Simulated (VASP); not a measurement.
Cu, 1 atom in the cell. The structure is cubic, space group Fm-3m (No. 225). Conventional cell: a = 3.607 Å, b = 3.607 Å, c = 3.607 Å, α = 90.00°, β = 90.00°, γ = 90.00°. Within 3.4 Å of Cu (site symmetry m-3m) lie 12 Cu at 2.55 Å. 

```yaml
Program: VASP 6.6.1
Task: electric field gradients
Functional: r2SCAN
Potentials_or_basis: VASP PAW PBE potentials, release 64 (Cu)
Cutoff: 520 eV
k_mesh: 17 × 17 × 17
Occupations: fermi-dirac, width 0.05 eV
Spin: no spin polarisation
Dipole_correction: no
Further_INCAR_settings: ALGO = Normal; EDIFF = 1e-08; NBANDS = 12
```

Potentials or basis: VASP PAW PBE potentials, release 64 (Cu).

Run with:

```bash
$ cat potpaw_PBE.64/Cu/POTCAR > POTCAR
$ cp INCAR.step1 INCAR
$ mpirun -np 1 vasp_std > vasp.out
$ cp INCAR.step2 INCAR
$ mpirun -np 1 vasp_std > vasp.out
```

Hardware: 1 thread of Intel(R) Xeon(R) Platinum 8259CL CPU @ 2.50GHz (Skylake/Cascade Lake) (shared host).

Question: Estimate the wall time of this run.

Answer: It took 2.1 min on 1 thread of Intel(R) Xeon(R) Platinum 8259CL CPU @ 2.50GHz (Skylake/Cascade Lake), with other jobs on the host, peak memory 0.14 GiB. Counts: k points 165.
